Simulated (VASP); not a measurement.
# TiO2 (P1) in VASP: single point with r2SCAN+D3(BJ)

Aim: the single point of TiO2 with r2SCAN+D3(BJ).

Program: VASP 6.6.1. These are calculated values, not measurements. Logs are shortened: lines on timing, memory, paths and dates and some standing lists are left out, and cuts for length are marked.

**1. The cell of the first run**

The typed cell holds 12 atoms: a = 6.435 Å, b = 6.435 Å, c = 6.616 Å, α = 106.18°, β = 106.18°, γ = 34.04°.

**2. Single point, r2SCAN+D3(BJ)**

The input, POSCAR:

```
TiO2
1.0
    6.1535770000     -1.8834680000      0.0000000000
    6.1535770000      1.8834680000      0.0000000000
   -1.9283260000      0.0000000000      6.3289670000
Ti O
4 8
Direct
    0.7355451986      0.8623325929      0.6787047555
    0.1874141588      0.0080110577      0.7259478522
    0.2148578832      0.1339433150      0.3001437675
    0.8558794070      0.9152910880      0.2623176894
    0.0530597788      0.0145138624      0.3991646662
    0.7156454827      0.5211107202      0.6426167177
    0.2179614957      0.0987133853      0.0105704454
    0.9284198290      0.9508784001      0.6740594476
    0.7246984139      0.7236896365      0.2944872362
    0.7504297000      0.9879702369      0.9869067101
    0.2969165653      0.1882871646      0.5948364085
    0.3600023076      0.3813990077      0.2834427798
```

The input, INCAR.step1:

```
SYSTEM = TiO2
PREC = Accurate
ENCUT = 520
ISMEAR = -1
SIGMA = 0.36
LREAL = .FALSE.
LASPH = .TRUE.
NELM = 80
NBANDS = 60
GGA = PE
ALGO = Normal
EDIFF = 1E-4
LWAVE = .TRUE.
LCHARG = .FALSE.
```

The input, INCAR.step2:

```
SYSTEM = TiO2
PREC = Accurate
ENCUT = 520
EDIFF = 1E-6
ISMEAR = -1
SIGMA = 0.36
LREAL = .FALSE.
LASPH = .TRUE.
NELM = 80
ALGO = Normal
ISIF = 2
LWAVE = .FALSE.
LCHARG = .TRUE.
METAGGA = R2SCAN
LMIXTAU = .TRUE.
IVDW = 12
VDW_S6 = 1.0
VDW_S8 = 0.78981345
VDW_A1 = 0.49484001
VDW_A2 = 5.73083694
LELF = .TRUE.
LVHAR = .TRUE.
NBANDS = 60
ISTART = 1
```

The input, KPOINTS:

```
regular mesh
0
G
  5 5 3
  0 0 0
```

Potentials or basis: VASP PAW PBE potentials, release 64 (Ti_sv, O).

On the command line:

```console
$ cat potpaw_PBE.64/Ti_sv/POTCAR potpaw_PBE.64/O/POTCAR > POTCAR
$ cp INCAR.step1 INCAR
$ mpirun -np 1 vasp_std > vasp.out
$ cp INCAR.step2 INCAR
$ mpirun -np 1 vasp_std > vasp.out
```

OUTCAR:

```text
SYSTEM = TiO2
   PREC = Accurate
   ENCUT = 520
   EDIFF = 1E-6
   ISMEAR = -1
   LREAL = .FALSE.
   LASPH = .TRUE.
   NELM = 80
   ISIF = 2
   METAGGA = R2SCAN
   IVDW = 12
   ISTART = 1
 IVDW          = 12

 ion  position               nearest neighbor table
   1  0.736  0.862  0.679-  11 1.62   8 1.75  10 1.98   6 2.25   2 2.90
   2  0.187  0.008  0.726-   7 1.82   8 1.91   6 1.97   6 2.03   5 2.09  11 2.20   1 2.90
   3  0.215  0.134  0.300-   9 1.84   7 1.87  11 1.89   5 2.02   9 2.13
   4  0.856  0.915  0.262-   5 1.79  10 1.81  12 1.83  12 1.97   9 2.06
   5  0.053  0.015  0.399-   4 1.79   3 2.02   2 2.09
   6  0.716  0.521  0.643-   2 1.97   2 2.03   1 2.25
   7  0.218  0.099  0.011-   2 1.82   3 1.87
   8  0.928  0.951  0.674-   1 1.75   2 1.91
   9  0.725  0.724  0.294-   3 1.84   4 2.06   3 2.13
  10  0.750  0.988  0.987-   4 1.81   1 1.98
  11  0.297  0.188  0.595-   1 1.62   3 1.89   2 2.20
  12  0.360  0.381  0.283-   4 1.83   4 1.97

  LATTYP: Found a base centered monoclinic cell.
 ALAT       =    12.3071540000
 B/A-ratio  =     0.3060769370
 C/A-ratio  =     0.5375907576
 COS(beta)  =    -0.2914546766

  Lattice vectors:

 A1 = (   6.1535770000,  -1.8834680000,   0.0000000000)
 A2 = (   6.1535770000,   1.8834680000,   0.0000000000)
 A3 = (  -1.9283260000,   0.0000000000,   6.3289670000)

Analysis of symmetry for initial positions (statically):
=====================================================================
 Subroutine PRICEL returns:
 Original cell was already a primitive cell.

 Routine SETGRP: Setting up the symmetry group for a
 base centered monoclinic supercell.

 Subroutine GETGRP returns: Found  1 space group operations
 (whereof  1 operations were pure point group operations)
 out of a pool of  4 trial point group operations.

The static configuration has the point symmetry C_1 .

Analysis of symmetry for dynamics (positions and initial velocities):
=====================================================================
 Subroutine PRICEL returns:
 Original cell was already a primitive cell.

 Routine SETGRP: Setting up the symmetry group for a
 base centered monoclinic supercell.

 Subroutine GETGRP returns: Found  1 space group operations
 (whereof  1 operations were pure point group operations)
 out of a pool of  4 trial point group operations.

The dynamic configuration has the point symmetry C_1 .

 Subroutine INISYM returns: Found  1 space group operations
 (whereof  1 operations are pure point group operations),
 and found     1 'primitive' translations

----------------------------------------------------------------------------------------

                                     Primitive cell

  volume of cell :     146.7063

  direct lattice vectors                    reciprocal lattice vectors
     6.153577000 -1.883468000  0.000000000     0.081253554 -0.265467744  0.024756542
     6.153577000  1.883468000  0.000000000     0.081253554  0.265467744  0.024756542
    -1.928326000  0.000000000  6.328967000     0.000000000  0.000000000  0.158003668

  length of vectors
     6.435368024  6.435368024  6.616212243     0.278725939  0.278725939  0.158003668

  position of ions in fractional coordinates (direct lattice)
     0.735545199  0.862332593  0.678704756
     0.187414159  0.008011058  0.725947852
     0.214857883  0.133943315  0.300143768
     0.855879407  0.915291088  0.262317689
     0.053059779  0.014513862  0.399164666
     0.715645483  0.521110720  0.642616718
     0.217961496  0.098713385  0.010570445
     0.928419829  0.950878400  0.674059448
     0.724698414  0.723689636  0.294487236
     0.750429700  0.987970237  0.986906710
     0.296916565  0.188287165  0.594836409
     0.360002308  0.381399008  0.283442780

  ion indices of the primitive-cell ions
   primitive index   ion index
                 1           1
                 2           2
                 3           3
                 4           4
                 5           5
                 6           6
                 7           7
                 8           8
                 9           9
                10          10
                11          11
                12          12

----------------------------------------------------------------------------------------

 KPOINTS: regular mesh

Automatic generation of k-mesh.
 Grid dimensions read from file:
 generate k-points for:    5    5    3

 Generating k-lattice:

  Cartesian coordinates                     Fractional coordinates (reciprocal lattice)
     0.016250711 -0.053093549  0.004951308     0.200000000  0.000000000  0.000000000
     0.016250711  0.053093549  0.004951308     0.000000000  0.200000000  0.000000000
     0.000000000  0.000000000  0.052667889     0.000000000  0.000000000  0.333333333

  Length of vectors
     0.055745188  0.055745188  0.052667889

  Shift w.r.t. Gamma in fractional coordinates (k-lattice)
     0.000000000  0.000000000  0.000000000

 Subroutine IBZKPT returns following result:
 ===========================================

 Found     38 irreducible k-points:

 Following reciprocal coordinates:
            Coordinates               Weight
  0.000000  0.000000  0.000000      1.000000
  0.200000 -0.000000  0.000000      2.000000
  0.000000 -0.200000  0.000000      2.000000
  0.400000 -0.000000  0.000000      2.000000
  0.000000 -0.400000  0.000000      2.000000
  0.200000  0.200000  0.000000      2.000000
[... 16 lines left out ...]
  0.200000  0.200000  0.333333      2.000000
  0.400000  0.200000  0.333333      2.000000
 [... further k-points ...]
   k-points           NKPTS =     38   k-points in BZ     NKDIM =     38   number of bands    NBANDS=     60
   number of dos      NEDOS =    301   number of ions     NIONS =     12
   total plane-waves  NPLWV = 115200
   dimension x,y,z NGX =    48 NGY =   48 NGZ =   50
   dimension x,y,z NGXF=    96 NGYF=   96 NGZF=  100
   ions per type =               4   8
   NGX,Y,Z   is equivalent  to a cutoff of  12.40, 12.40, 12.56 a.u.
   NGXF,Y,Z  is equivalent  to a cutoff of  24.80, 24.80, 25.13 a.u.
 SYSTEM =  TiO2
   PREC   = accura    normal or accurate (medium, high low for compatibility)
   ISTART =      1    job   : 0-new  1-cont  2-samecut
   ICHARG =      0    charge: 1-file 2-atom 10-const
   ISPIN  =      1    spin polarized calculation?
   LNONCOLLINEAR =      F non collinear calculations
   LSORBIT =      F    spin-orbit coupling
   LASPH  =      T    aspherical Exc in radial PAW
   ENCUT  =  520.0 eV  38.22 Ry    6.18 a.u.  11.97 11.97 12.30*2*pi/ulx,y,z
   NELM   =     80;   NELMIN=  2; NELMDL=  0     # of ELM steps
   EDIFF  = 0.1E-05   stopping-criterion for ELM
   LREAL  =      F    real-space projection
   EDIFFG = 0.1E-04   stopping-criterion for IOM
   NSW    =      0    number of steps for IOM
   IBRION =     -1    ionic relax: 0-MD 1-quasi-New 2-CG
   NFREE  =      0    steps in history (QN), initial steepest desc. (CG)
   ISIF   =      2    stress and relaxation
   ISYM   =      2    0-nonsym 1-usesym 2-fastsym
   POTIM  = 0.5000    time-step for ionic-motion
   TEBEG  =    0.0;   TEEND  =   0.0 temperature during run
   PSTRESS=    0.0 pullay stress
   NELECT =      96.0000    total number of electrons
   NUPDOWN=      -1.0000    fix difference up-down
   EMIN   =  10.00;   EMAX   =-10.00  energy-range for DOS
   EFERMI =   0.00;   METHOD = LEGACY
   ISMEAR =    -1;   SIGMA  =   0.36  broadening in eV -4-tet -1-fermi 0-gaus
   EFERMI_NEDOS =   21; number of points for ismear=-14 and -15
   IALGO  =     38    algorithm
   IMIX   =      4    mixing-type and parameters
     AMIX     =   0.40;   BMIX     =  1.00
     AMIX_MAG =   1.60;   BMIX_MAG =  1.00
  volume/ion in A,a.u.               =      12.23        82.50
  Fermi-wavevector in a.u.,A,eV,Ry     =   1.421289  2.685846 27.484611  2.020062
  Thomas-Fermi vector in A             =   2.542114
   LORBIT       =      0    0 simple, 1 ext, 2 COOP (PROOUT), +10 PAW based schemes
   METAGGA = R2SCAN    functional components
   LHFCALC =     F    Hartree Fock is set to
   AEXX    =    0.0000 exact exchange contribution
   IVDW    =    12    specifies the selected vdW correction
   LEPSILON=     F    determine dielectric tensor
   LRPA    =     F    only Hartree local field effects (RPA)
 non-spin polarized calculation
  energy-cutoff  :      520.00
  volume of cell :      146.71
 maximum number of plane-waves:      3965
   NGX = 23   NGY = 23   NGZ = 25

 number of electron      96.0000002 magnetization

 Free energy of the ion-electron system (eV)
  ---------------------------------------------------
  ext. energy  EPLUGINS =         0.00000000
  ---------------------------------------------------
  free energy    TOTEN  =      -134.53904942 eV

  energy without entropy =     -134.06697835  energy(sigma->0) =     -134.30301389

 E-fermi :   4.1118     XC(G=0): -10.9592

 val. band max:        3.1023432951   @ k =  -0.2000   0.4000   0.3333
 cond. band min:       5.0768395672   @ k =   0.0000   0.0000   0.3333
 fundamental gap:      1.9744962721
 Fermi energy:         4.1117640226

 k-point     1 :       0.0000    0.0000    0.0000
  band No.  band energies     occupation
      1     -56.5272      2.00000
      2     -56.0963      2.00000
      3     -56.0539      2.00000
      4     -55.0960      2.00000
      5     -32.0675      2.00000
      6     -31.7422      2.00000
[... 52 lines left out ...]
     59       7.6343      0.00011
     60       7.7234      0.00009

 k-point     2 :       0.2000   -0.0000    0.0000
  band No.  band energies     occupation
      1     -56.5263      2.00000
      2     -56.0947      2.00000
      3     -56.0540      2.00000
      4     -55.0951      2.00000
      5     -32.0793      2.00000
      6     -31.7625      2.00000
[... 1383 lines left out ...]
      4     -55.0951      2.00000
      5     -32.0713      2.00000
      6     -31.7597      2.00000
[... 52 lines left out ...]
     59       7.4489      0.00019
     60       7.6948      0.00010

 [... further k-points ...]

------------------------ aborting loop because EDIFF is reached ----------------------------------------

 Edisp (eV)   -1.18926

 E8    (eV) :    -0.3655

  FORCE on cell =-STRESS in cart. coord.  units (eV):
  Direction    XX          YY          ZZ          XY          YZ          ZX
  --------------------------------------------------------------------------------------
  -------------------------------------------------------------------------------------
  Total       0.72242     7.40046     0.57120    -7.67756    -2.03677     0.83265
  in kB       7.88955    80.82034     6.23801   -83.84658   -22.24357     9.09336
  external pressure =       31.65 kB  Pullay stress =        0.00 kB

 VOLUME and BASIS-vectors are now :
 -----------------------------------------------------------------------------
  energy-cutoff  :      520.00
  volume of cell :      146.71
      direct lattice vectors                 reciprocal lattice vectors
     6.153577000 -1.883468000  0.000000000     0.081253554 -0.265467744  0.024756542
     6.153577000  1.883468000  0.000000000     0.081253554  0.265467744  0.024756542
    -1.928326000  0.000000000  6.328967000     0.000000000  0.000000000  0.158003668

 POSITION                                       TOTAL-FORCE (eV/Angst)
 -----------------------------------------------------------------------------------
      8.52390      0.23880      4.29550         1.370138     -8.004864      4.992528
     -0.19730     -0.33790      4.59450        -1.608922      0.647755     -0.903748
      1.56760     -0.15240      1.89960        -0.650746      1.374813     -3.326299
     10.39320      0.11190      1.66020        -0.490545     -0.125020     -1.764052
     -0.35390     -0.07260      2.52630         3.918415     -1.049992     -1.816163
      6.37130     -0.36640      4.06710         1.265585      2.777075      2.737385
      1.92830     -0.22460      0.06690        -1.211236      0.474205     -0.890136
     10.26460      0.04230      4.26610         0.999652     -0.694803     -0.659426
      8.34490     -0.00190      1.86380        -0.446015     -1.401292      2.029520
      8.79430      0.44740      6.24610        -0.889672     -1.281258     -2.006704
      1.83870     -0.20460      3.76470        -0.630509      6.547585      0.348252
      4.01570      0.04030      1.79390        -1.626145      0.735796      1.258843
 -----------------------------------------------------------------------------------
    total drift:                               -0.001316     -0.000911      0.006159

  FREE ENERGIE OF THE ION-ELECTRON SYSTEM (eV)
  ---------------------------------------------------
  free  energy   TOTEN  =      -135.7283135448 eV

  energy  without entropy=     -135.2562424745  energy(sigma->0) =     -135.49227801
```

Wall time 17 min (1 thread of Intel Xeon 6975P-C (Granite Rapids), shared host); peak memory 0.51 GiB.

Results:

- Free energy: -135.7283 eV
- Pressure: 3.2 GPa
- Largest force: 9.533 eV/Å
- Band gap on the k mesh: 1.97 eV, indirect (least direct gap 2.30 eV)
- Dispersion energy per atom: -0.099 eV

Forces in eV/Å, atoms in the order of the input:
```
Ti   1.370 -8.005  4.993
Ti  -1.609  0.648 -0.904
Ti  -0.651  1.375 -3.326
Ti  -0.491 -0.125 -1.764
O    3.918 -1.050 -1.816
O    1.266  2.777  2.737
O   -1.211  0.474 -0.890
O    1.000 -0.695 -0.659
O   -0.446 -1.401  2.030
O   -0.890 -1.281 -2.007
O   -0.631  6.548  0.348
O   -1.626  0.736  1.259
```

Caveat: the PAW data sets were made with another functional, which shifts forces and pressure a little.
